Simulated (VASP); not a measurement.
# Nb32H (a cell with a defect) in VASP: further runs

Nb32H (a cell with a defect) is run at these levels: PBE; tasks: single point.

Program: VASP 6.6.1. These are calculated values, not measurements. Logs are shortened: lines on timing, memory, paths and dates and some standing lists are left out, and cuts for length are marked.

### 1 The cell of the first run

The cell holds a defect, 33 atoms: a = 9.366 Å, b = 9.366 Å, c = 9.366 Å, α = 60.00°, β = 60.00°, γ = 60.00°.

### 2 Single point, PBE (with an interstitial atom, then relaxed in part)

Contents of INCAR:

```
  PREC = Accurate
  ENCUT = 520
  EDIFF = 1E-6
  ISMEAR = 0
  SIGMA = 0.1
  LREAL = Auto
  LASPH = True
  NELM = 100
  ALGO = Normal
  ISIF = 2
  LWAVE = False
  LCHARG = False
  GGA = PE
  NBANDS = 230
  LUSENCCL = False
```

Contents of KPOINTS:

```
Automatic mesh
0
Gamma
  3 3 3
```

Contents of POSCAR:

```
Nb32H
1.0
    0.0000000000     -6.6224786111      6.6224786111
    6.6224786111     -6.6224786111      0.0000000000
    6.6224786111      0.0000000000      6.6224786111
Nb H
32 1
Direct
    0.0001826048      0.5009729923     -0.0001702195
    0.4987851220      0.5004098188      0.0001539427
    0.1257857448      0.6253554994      0.1241808021
    0.6241630368      0.6271150742      0.1258252240
    0.2498096901      0.7493627056      0.2512583603
    0.7496462983      0.7493433944      0.2503653489
    0.3741802702      0.8749752529      0.3756629178
    0.8764227216      0.8680345915      0.3825883028
    0.0071339877     -0.0012735047     -0.0071219063
    0.4981041014      0.0009588235     -0.0003803409
    0.1258460017      0.1254881108      0.1251120192
    0.6174253559      0.1270336155      0.1235895391
    0.2481000940      0.2509830071      0.2496137869
    0.7481242248      0.2578220061      0.2518874356
    0.3747628456      0.3764016849      0.3752714649
    0.0003928981      0.4986698580      0.5019078859
    0.8741852968      0.3770921862      0.3758483370
    0.4989808015      0.5012668956      0.5010308145
    0.1255413941      0.6245074406      0.6260913274
    0.6243493802      0.6248061671      0.6258318421
    0.2506341716      0.7496057824      0.7493774654
    0.7503985079      0.7486847600      0.7519119149
    0.3764806705      0.8747908503      0.8735275152
    0.8758308011      0.8753110265      0.8742254810
   -0.0001428135     -0.0006622499      0.5012268317
    0.4987313303      0.0002926552      0.5012805262
    0.1264839946      0.1247879720      0.6235307490
    0.6247396579      0.1264241428      0.6252490026
    0.2503576801      0.2507917494      0.7496548447
    0.7487533383      0.2504194051      0.7502019593
    0.3739211610      0.3761272861      0.8744713396
    0.8749011797      0.3764338710      0.8741658434
    0.8122901287      0.0629940063      0.1877244336
```

Potentials or basis: VASP PAW PBE potentials, release 64 (Nb_sv, H).

Command:

```sh
> cat potpaw_PBE.64/Nb_sv/POTCAR potpaw_PBE.64/H/POTCAR > POTCAR
> mpirun -np 1 vasp_std > vasp.out
```

OUTCAR:

```text
PREC = Accurate
   ENCUT = 520
   EDIFF = 1E-6
   ISMEAR = 0
   LREAL = Auto
   LASPH = True
   NELM = 100
   ISIF = 2
   GGA = PE

 ion  position               nearest neighbor table
   1  0.000  0.501  1.000-  19 2.86  31 2.86   3 2.86  24 2.86  32 2.87  11 2.87  17 2.88   4 2.88

   2  0.499  0.500  0.000-   3 2.85  12 2.86  20 2.86  23 2.86  31 2.87  15 2.87  32 2.88   4 2.89

   3  0.126  0.625  0.124-   2 2.85   9 2.86   1 2.86  13 2.86  21 2.87   5 2.87   6 2.88  16 2.89

   4  0.624  0.627  0.126-  14 2.82   6 2.85  10 2.86  22 2.86   5 2.86  18 2.87   1 2.88   2 2.89

   5  0.250  0.749  0.251-  15 2.85   8 2.86   4 2.86   7 2.86  19 2.87   3 2.87  11 2.88  23 2.89

   6  0.750  0.749  0.250-  17 2.85   4 2.85   7 2.87  20 2.87   3 2.88  24 2.88  12 2.89   8 2.89

   7  0.374  0.875  0.376-  18 2.86  21 2.86  25 2.86   5 2.86   6 2.87  26 2.87  13 2.88  10 2.88

   8  0.876  0.868  0.383-  33 1.92  22 2.82  16 2.82  25 2.86   5 2.86   6 2.89  26 2.89   9 2.98
                            14 2.98
   9  0.007  0.999  0.993-  33 1.92  23 2.82  27 2.82   3 2.86  24 2.86  32 2.89  11 2.89  12 2.98
                             8 2.98
  10  0.498  0.001  1.000-  12 2.82  11 2.85   4 2.86  23 2.86  28 2.86  31 2.87   7 2.88  24 2.89
[... 33 lines left out ...]
  27  0.126  0.125  0.624-   9 2.82  26 2.85  16 2.86  13 2.86  25 2.86  21 2.87  29 2.88  30 2.89

  28  0.625  0.126  0.625-  30 2.85  14 2.86  10 2.86  29 2.86  18 2.87  25 2.87  26 2.88  22 2.89

  29  0.250  0.251  0.750-  31 2.86  19 2.86  28 2.86  15 2.86  32 2.87  11 2.87  23 2.88  27 2.88

  30  0.749  0.250  0.750-  28 2.85  12 2.86  17 2.86  20 2.86  31 2.87  24 2.87  32 2.88  27 2.89

  31  0.374  0.376  0.874-  18 2.86  21 2.86  29 2.86   1 2.86   2 2.87  30 2.87  13 2.87  10 2.87

  32  0.875  0.376  0.874-  22 2.85  16 2.85  29 2.87   1 2.87   2 2.88  30 2.88   9 2.89  14 2.89

  33  0.812  0.063  0.188-  14 1.92   9 1.92   8 1.92  12 1.92

  LATTYP: Found a face centered cubic cell.
 ALAT       =    13.2449572222

  Lattice vectors:

 A1 = (   0.0000000000,  -6.6224786111,   6.6224786111)
 A2 = (   6.6224786111,  -6.6224786111,   0.0000000000)
 A3 = (   6.6224786111,   0.0000000000,   6.6224786111)

Analysis of symmetry for initial positions (statically):
=====================================================================
 Subroutine PRICEL returns:
 Original cell was already a primitive cell.

 Routine SETGRP: Setting up the symmetry group for a
 face centered cubic supercell.

 Subroutine GETGRP returns: Found  2 space group operations
 (whereof  1 operations were pure point group operations)
 out of a pool of 48 trial point group operations.

The static configuration has the point symmetry C_1 .
 The point group associated with its full space group is C_1h.

Analysis of symmetry for dynamics (positions and initial velocities):
=====================================================================
 Subroutine PRICEL returns:
 Original cell was already a primitive cell.

 Routine SETGRP: Setting up the symmetry group for a
 face centered cubic supercell.

 Subroutine GETGRP returns: Found  2 space group operations
 (whereof  1 operations were pure point group operations)
 out of a pool of 48 trial point group operations.

The dynamic configuration has the point symmetry C_1 .
 The point group associated with its full space group is C_1h.

 Subroutine INISYM returns: Found  2 space group operations
 (whereof  1 operations are pure point group operations),
 and found     1 'primitive' translations

----------------------------------------------------------------------------------------

                                     Primitive cell

  volume of cell :     580.8870

  direct lattice vectors                    reciprocal lattice vectors
     0.000000000 -6.622478611  6.622478611    -0.075500433 -0.075500433  0.075500433
     6.622478611 -6.622478611  0.000000000     0.075500433 -0.075500433 -0.075500433
     6.622478611  0.000000000  6.622478611     0.075500433  0.075500433  0.075500433

[... 47 lines left out ...]
   PSTRESS=    0.0 pullay stress
   NELECT =     417.0000    total number of electrons
   NUPDOWN=      -1.0000    fix difference up-down
   EMIN   =  10.00;   EMAX   =-10.00  energy-range for DOS
   EFERMI =   0.00;   METHOD = LEGACY
   ISMEAR =     0;   SIGMA  =   0.10  broadening in eV -4-tet -1-fermi 0-gaus
   EFERMI_NEDOS =   21; number of points for ismear=-14 and -15
   IALGO  =     38    algorithm
   IMIX   =      4    mixing-type and parameters
     AMIX     =   0.40;   BMIX     =  1.00
     AMIX_MAG =   1.60;   BMIX_MAG =  1.00
  volume/ion in A,a.u.               =      17.60       118.79
  Fermi-wavevector in a.u.,A,eV,Ry     =   1.465850  2.770055 29.235071  2.148717
  Thomas-Fermi vector in A             =   2.581658
   LORBIT       =      0    0 simple, 1 ext, 2 COOP (PROOUT), +10 PAW based schemes
   GGA     = PE    functional components
   LHFCALC =     F    Hartree Fock is set to
   AEXX    =    0.0000 exact exchange contribution
   IVDW    =     0    specifies the selected vdW correction
   LEPSILON=     F    determine dielectric tensor
   LRPA    =     F    only Hartree local field effects (RPA)
 non-spin polarized calculation
 Gauss-broadening in eV      SIGMA  =   0.10
  energy-cutoff  :      520.00
  volume of cell :      580.89
 maximum number of plane-waves:     15649
 NGX is ok and might be reduce to    70
   NGX = 35   NGY = 35   NGZ = 35

 number of electron     416.9999996 magnetization

 Free energy of the ion-electron system (eV)
  ---------------------------------------------------
  ext. energy  EPLUGINS =         0.00000000
  ---------------------------------------------------
  free energy    TOTEN  =      -330.99041129 eV

  energy without entropy =     -330.81839086  energy(sigma->0) =     -330.90440107

 E-fermi :  11.0956     XC(G=0): -12.4757

 val. band max:       11.0873402410   @ k =  -0.3333   0.3333   0.0000
 cond. band min:      11.1006512787   @ k =   0.3333   0.0000  -0.3333
 fundamental gap:      0.0133110377
 Fermi energy:        11.0955738936

 k-point     1 :       0.0000    0.0000    0.0000
  band No.  band energies     occupation
      1     -43.2786      2.00000
      2     -43.1458      2.00000
      3     -43.1457      2.00000
      4     -43.1360      2.00000
      5     -43.1342      2.00000
      6     -43.1150      2.00000
[... 2219 lines left out ...]
    219      11.4830      0.00000
    220      11.9534      0.00000
 [bands above 220 left out]

------------------------ aborting loop because EDIFF is reached ----------------------------------------

  FORCE on cell =-STRESS in cart. coord.  units (eV):
  Direction    XX          YY          ZZ          XY          YZ          ZX
  --------------------------------------------------------------------------------------
  -------------------------------------------------------------------------------------
  Total       -0.2344817     -0.2563345     -0.2343230     -0.0057385      0.0000000      0.0000000
  in kB       -0.6467371     -0.7070106     -0.6462995     -0.0158277      0.0000000      0.0000000
  external PRESSURE =      -0.6666824 kB  Pullay stress =       0.0000000 kB

 VOLUME and BASIS-vectors are now :
 -----------------------------------------------------------------------------
  energy-cutoff  :      520.00
  volume of cell :      580.89
      direct lattice vectors                 reciprocal lattice vectors
     0.000000000 -6.622478611  6.622478611    -0.075500433 -0.075500433  0.075500433
     6.622478611 -6.622478611  0.000000000     0.075500433 -0.075500433 -0.075500433
     6.622478611  0.000000000  6.622478611     0.075500433  0.075500433  0.075500433

 POSITION                                       TOTAL-FORCE (eV/Angst)
 -----------------------------------------------------------------------------------
      9.93903     -3.31889      6.62256         0.000738     -0.004549      0.000000
      3.31497     -6.61715      3.30421         0.000744     -0.000489     -0.004479
      4.96379     -4.97442      1.65540        -0.003983      0.000963     -0.000507
      4.98633     -8.28656      4.96678         0.002216      0.000107      0.000947
      6.62659     -6.61700      3.31831         0.001560     -0.000654      0.004514
      6.62055     -9.92703      6.62256        -0.002592      0.003008      0.000000
[... 25 lines left out ...]
      8.28207     -8.28694     11.58316         0.000489     -0.004119     -0.002094
      1.66038     -5.79655      6.62258        -0.001839      0.000831      0.000000
 -----------------------------------------------------------------------------------
    total drift:                                0.000314      0.005523      1.029444

  FREE ENERGIE OF THE ION-ELECTRON SYSTEM (eV)
  ---------------------------------------------------
  free  energy   TOTEN  =      -330.9904112902 eV

  energy  without entropy=     -330.8183908570  energy(sigma->0) =     -330.90440107
```

Run time: 8.3 min. Hardware: 1 × NVIDIA H100 80GB with 1 thread of AMD EPYC 7R13 (Zen 3), shared host; peak memory 2.1 GiB.

Results:

```
Free energy            : -330.9904 eV
Pressure               : -0.1 GPa
Largest force          : 0.005 eV/Å
Band gap on the k mesh : zero (an odd number of electrons rules out a gap without spin polarisation)
```

Forces on the atoms (eV/Å):
```
Nb   0.001 -0.005  0.000
Nb   0.001  0.000 -0.004
Nb  -0.004  0.001 -0.001
Nb   0.002  0.000  0.001
Nb   0.002 -0.001  0.005
Nb  -0.003  0.003  0.000
Nb  -0.001  0.002 -0.001
Nb   0.000  0.002  0.004
Nb  -0.004 -0.003  0.000
Nb   0.002  0.000 -0.002
Nb   0.000 -0.004  0.002
Nb   0.000  0.002 -0.004
Nb   0.000  0.002 -0.004
Nb   0.003 -0.001  0.000
Nb   0.004  0.001  0.000
Nb   0.002  0.000  0.002
Nb   0.002  0.000 -0.001
Nb  -0.002 -0.003  0.000
Nb   0.000  0.002 -0.001
Nb  -0.001  0.002  0.001
Nb   0.002 -0.003  0.000
Nb   0.000  0.002  0.004
Nb  -0.003  0.000  0.000
Nb  -0.004  0.001  0.001
Nb   0.001  0.000  0.004
Nb   0.002  0.004  0.000
Nb  -0.003  0.000  0.000
Nb   0.004  0.001  0.000
Nb  -0.002 -0.004  0.000
Nb   0.002 -0.001 -0.005
Nb   0.000  0.002  0.001
Nb   0.000 -0.004 -0.002
H   -0.002  0.001  0.000
```

Caveat: the cell differs from its parent crystal (with an interstitial atom, then relaxed in part).

### 3 Single point, PBE

Contents of INCAR:

```
PREC     = Accurate       # precision mode
ENCUT    = 520            # plane-wave cutoff, eV
EDIFF    = 1E-7           # SCF threshold, eV
ISMEAR   = 0              # smearing method
SIGMA    = 0.1            # smearing width, eV
LREAL    = Auto         
LASPH    = T              # aspherical terms in the spheres
NELM     = 80             # most SCF steps
ALGO     = Normal         # electronic algorithm
ISIF     = 2              # what is computed and relaxed
LWAVE    = F              # write WAVECAR
LCHARG   = F              # write CHGCAR
GGA      = PE             # functional
NBANDS   = 230            # bands
LUSENCCL = F
```

KPOINTS is that of step 2.

Contents of POSCAR:

```
Nb32H
1.0
    0.0000000000     -6.6224786111      6.6224786111
    6.6224786111     -6.6224786111      0.0000000000
    6.6224786111      0.0000000000      6.6224786111
Nb H
32 1
Direct
    0.0003963773      0.5005903672     -0.0003957733
    0.4989988181      0.5000271340     -0.0000715744
    0.1259994254      0.6249728754      0.1239553267
    0.6243767240      0.6267324885      0.1255997262
    0.2500234576      0.7489799954      0.2510328983
    0.7498600285      0.7489606673      0.2501398792
    0.3743940367      0.8745925567      0.3754374527
    0.8766365044      0.8676519529      0.3823628053
    0.0073477021     -0.0016561775     -0.0073474001
    0.4983178042      0.0005762193     -0.0006058155
    0.1260596748      0.1251055003      0.1248865491
    0.6176390654      0.1266509942      0.1233640073
    0.2483138258      0.2506002809      0.2493883479
    0.7483380153      0.2574393366      0.2516618925
    0.3749765225      0.3760190325      0.3750459829
    0.0006066460      0.4982872265      0.5016823300
    0.8743990491      0.3767095594      0.3756228062
    0.4991945152      0.5008842149      0.5008053925
    0.1257551815      0.6241247791      0.6258658190
    0.6245631346      0.6244234588      0.6256063996
    0.2508479223      0.7492231068      0.7491519854
    0.7506122393      0.7483020771      0.7516864595
    0.3766943839      0.8744081846      0.8733021033
    0.8760445055      0.8749284581      0.8739999538
    0.0000708949     -0.0010448505      0.5010013161
    0.4989450618     -0.0000899965      0.5010549969
    0.1266978044      0.1244053093      0.6233052219
    0.6249533208      0.1260414792      0.6250235362
    0.2505714397      0.2504091138      0.7494293740
    0.7489670849      0.2500366701      0.7499765257
    0.3741349192      0.3757445884      0.8742458587
    0.8751149442      0.3760511957      0.8739403084
    0.8125038699      0.0626113762      0.1874989068
```

Potentials or basis: VASP PAW PBE potentials, release 64 (Nb_sv, H).

Command:

```sh
> cat potpaw_PBE.64/Nb_sv/POTCAR potpaw_PBE.64/H/POTCAR > POTCAR
> mpirun -np 1 vasp_std > vasp.out
```

Wall time 7.2 min (1 × NVIDIA H100 80GB with 1 thread of AMD EPYC 7R13 (Zen 3), shared host); peak memory 2.1 GiB.

It converged, with:

* Free energy: -330.9904 eV
* Pressure: -0.1 GPa
* Largest force: 0.006 eV/Å
* Band gap on the k mesh: zero (an odd number of electrons rules out a gap without spin polarisation)

Forces on the atoms (eV/Å):
```
Nb   0.000 -0.005  0.000
Nb   0.000  0.000 -0.004
Nb  -0.003  0.001 -0.001
Nb   0.002  0.000  0.002
Nb   0.002 -0.001  0.004
Nb  -0.003  0.005  0.000
Nb  -0.001  0.002 -0.001
Nb   0.000  0.002  0.004
Nb  -0.003 -0.004  0.000
Nb   0.002  0.000 -0.002
Nb   0.001 -0.004  0.002
Nb   0.000  0.002 -0.004
Nb   0.000  0.002 -0.004
Nb   0.003 -0.001  0.000
Nb   0.004  0.001  0.000
Nb   0.002  0.000  0.002
Nb   0.002  0.000 -0.002
Nb  -0.002 -0.003  0.000
Nb   0.000  0.002 -0.001
Nb  -0.001  0.002  0.001
Nb  -0.001 -0.004  0.000
Nb   0.000  0.002  0.004
Nb  -0.003  0.000  0.000
Nb  -0.003  0.001  0.001
Nb   0.000  0.000  0.004
Nb   0.003  0.005  0.000
Nb  -0.003  0.000  0.000
Nb   0.004  0.001  0.000
Nb  -0.001 -0.003  0.000
Nb   0.002 -0.001 -0.004
Nb   0.000  0.002  0.001
Nb   0.001 -0.004 -0.002
H   -0.002  0.001  0.000
```

Levels at points of the mesh, in eV from the Fermi level:
```tsv
k point	band 205	band 206	band 207	band 208	band 209	band 210	band 211	band 212
(0.00, 0.00, 0.00)	-1.06	-1.04	-1.01	-1.00	-1.00	0.36	0.36	0.37
```

### 4 Single point, PBE

Contents of INCAR:

```
PREC = Accurate ; ENCUT = 520
EDIFF = 1E-6 ; ISMEAR = 0
SIGMA = 0.1 ; LREAL = Auto
LASPH = True ; NELM = 80
ALGO = Normal ; ISIF = 2
LWAVE = False ; LCHARG = True
GGA = PE ; LELF = True
LVHAR = True ; NBANDS = 230
LUSENCCL = False
```

Contents of KPOINTS:

```
regular mesh
0
Gamma
  3 3 3
```

Contents of POSCAR:

```
Nb32H
1.0
    0.0000000000     -6.6224786111      6.6224786111
    6.6224786111     -6.6224786111      0.0000000000
    6.6224786111      0.0000000000      6.6224786111
Nb H
32 1
Direct
    0.0003963018      0.4994090120     -0.0003956978
    0.4983178042      0.5017118507     -0.0006058155
    0.1260596748      0.6239483346      0.1248865491
    0.6243767995      0.6232911033      0.1255996507
    0.2500234576      0.7499636151      0.2510328983
    0.7483379398      0.7425607977      0.2516619680
    0.3749765225      0.8739584285      0.3750459829
    0.8766365044      0.8733487625      0.3823628053
    0.0073477021      0.0016558755     -0.0073474001
    0.4989988181      0.0010455300     -0.0000715744
    0.1259994254      0.1250724311      0.1239553267
    0.6176390654      0.1323459918      0.1233640073
    0.2483138258      0.2516974532      0.2493883479
    0.7498600285      0.2510393914      0.2501398792
    0.3743940367      0.3755759204      0.3754374527
    0.0000708949      0.4999726982      0.5010013161
    0.8743989736      0.3732686272      0.3756228817
    0.4991945152      0.4991158438      0.5008053925
    0.1257551060      0.6242542623      0.6258658945
    0.6249533208      0.6239816302      0.6250235362
    0.2505713642      0.7495901144      0.7494294495
    0.7506122393      0.7493992494      0.7516864595
    0.3766943839      0.8755953534      0.8733021033
    0.8751148687      0.8748935014      0.8739403839
    0.0006065705     -0.0005762193      0.5016824055
    0.4989449863      0.0000899210      0.5010550724
    0.1266977289      0.1255916476      0.6233052974
    0.6245631346      0.1254069735      0.6256063996
    0.2508479223      0.2507769519      0.7491519854
    0.7489670849      0.2510196858      0.7499765257
    0.3741349192      0.3758746002      0.8742458587
    0.8760445055      0.3750271078      0.8739999538
    0.8125038699     -0.0626140943      0.1874989068
```

Command:

```sh
> cat potpaw_PBE.64/Nb_sv/POTCAR potpaw_PBE.64/H/POTCAR > POTCAR
> mpirun -np 1 vasp_std > vasp.out
```

Wall time 7.1 min (1 × NVIDIA H100 80GB with 1 thread of AMD EPYC 7R13 (Zen 3), shared host); peak memory 2.1 GiB.

Results (log left out):

* Free energy: -330.9904 eV
* Pressure: -0.1 GPa
* Largest force: 0.006 eV/Å
* Band gap on the k mesh: zero (an odd number of electrons rules out a gap without spin polarisation)

Forces in eV/Å, atoms in the order of the input:
```
Nb  -0.005  0.000  0.000
Nb   0.000  0.002 -0.002
Nb  -0.004  0.001  0.002
Nb   0.000  0.002  0.001
Nb  -0.001  0.001  0.005
Nb  -0.001  0.003  0.000
Nb   0.001  0.004  0.000
Nb   0.002  0.000  0.004
Nb  -0.004 -0.004  0.000
Nb   0.000  0.000 -0.005
Nb   0.001 -0.004  0.000
Nb   0.002  0.000 -0.004
Nb   0.002  0.000 -0.004
Nb   0.005 -0.003  0.000
Nb   0.002 -0.001 -0.001
Nb   0.000  0.000  0.005
Nb   0.000  0.002 -0.001
Nb  -0.004 -0.002  0.000
Nb   0.003  0.000 -0.001
Nb   0.001  0.004  0.000
Nb  -0.003 -0.001  0.000
Nb   0.002  0.000  0.004
Nb   0.000 -0.003  0.000
Nb  -0.004  0.001 -0.002
Nb   0.000  0.002  0.002
Nb   0.005  0.003  0.000
Nb   0.000 -0.003  0.000
Nb   0.002 -0.001  0.001
Nb  -0.004 -0.001  0.000
Nb  -0.001  0.001 -0.005
Nb   0.003  0.000  0.001
Nb   0.001 -0.004  0.000
H    0.001 -0.002  0.000
```

Levels at points of the mesh, in eV from the Fermi level:
```csv
k point,band 204,band 205,band 206,band 207,band 208,band 209,band 210,band 211,band 212,band 213
"(0.00, 0.00, 0.00)",-1.07,-1.06,-1.04,-1.01,-1.00,-1.00,0.36,0.36,0.37,0.85
```
